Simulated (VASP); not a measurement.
Write the native input for VASP 6.6.1 that does the following.

* Task: relaxation of cell and atoms
* Functional: PBE
* Potentials or basis: VASP PAW PBE potentials, release 64 (Si, C)
* Cutoff: 600 eV
* k mesh: 8 × 8 × 8
* Occupations: gaussian, width 0.01 eV
* Spin: no spin polarisation
* Dipole correction: no
* Further INCAR settings: ALGO = Normal; EDIFF = 1e-07; IBRION = 2; EDIFFG = -0.03; NSW = 80; ISIF = 3

The structure of SiC lies in POSCAR:

```
SiC
1.0
    0.0000000000      2.1790000000      2.1790000000
    2.1790000000      0.0000000000      2.1790000000
    2.1790000000      2.1790000000      0.0000000000
Si C
1 1
Direct
    0.0000000000      0.0000000000      0.0000000000
    0.7500000000      0.7500000000      0.7500000000
```

One way to write it, as run:

INCAR

```
SYSTEM = SiC
PREC     = Accurate       ! precision mode
ENCUT    = 600            ! plane-wave cutoff, eV
EDIFF    = 1E-7           ! SCF threshold, eV
ISMEAR   = 0              ! smearing method
SIGMA    = 0.01           ! smearing width, eV
LREAL    = .FALSE.        ! projectors in reciprocal space
LASPH    = .TRUE.         ! aspherical terms in the spheres
NELM     = 120            ! most SCF steps
ALGO     = Normal         ! electronic algorithm
ISIF     = 3              ! what is computed and relaxed
LWAVE    = .FALSE.        ! write WAVECAR
LCHARG   = .FALSE.        ! write CHGCAR
GGA      = PE             ! functional
IBRION   = 2              ! ionic algorithm
NSW      = 80             ! ionic steps
EDIFFG   = -0.03          ! ionic threshold
GGA_COMPAT= .FALSE.      
NELMIN   = 4
```

KPOINTS

```
regular mesh
0
G
  8 8 8
  0 0 0
```

Potentials or basis: VASP PAW PBE potentials, release 64 (Si, C).

Run with:

```console
$ cat potpaw_PBE.64/Si/POTCAR potpaw_PBE.64/C/POTCAR > POTCAR
$ mpirun -np 1 vasp_std > vasp.out
```

It gave:

```json
{"Relaxed volume": "10.49 Å³/atom", "Relaxed cell": "a = 3.096 Å, b = 3.096 Å, c = 3.096 Å, α = 60.00°, β = 60.00°, γ = 60.00°", "Space group after relaxing (to 0.1 Å)": "F-43m (No. 216)", "Energy gained by relaxing": "1.4 meV/atom", "Ionic steps": "3", "Pressure after relaxing": "0.0 GPa", "Band gap on the k mesh": "1.37 eV (least direct gap 4.53 eV)"}
```

It took 9.3 s on 1 thread of Intel(R) Xeon(R) 6975P-C (Granite Rapids) (shared host), peak memory 0.15 GiB.
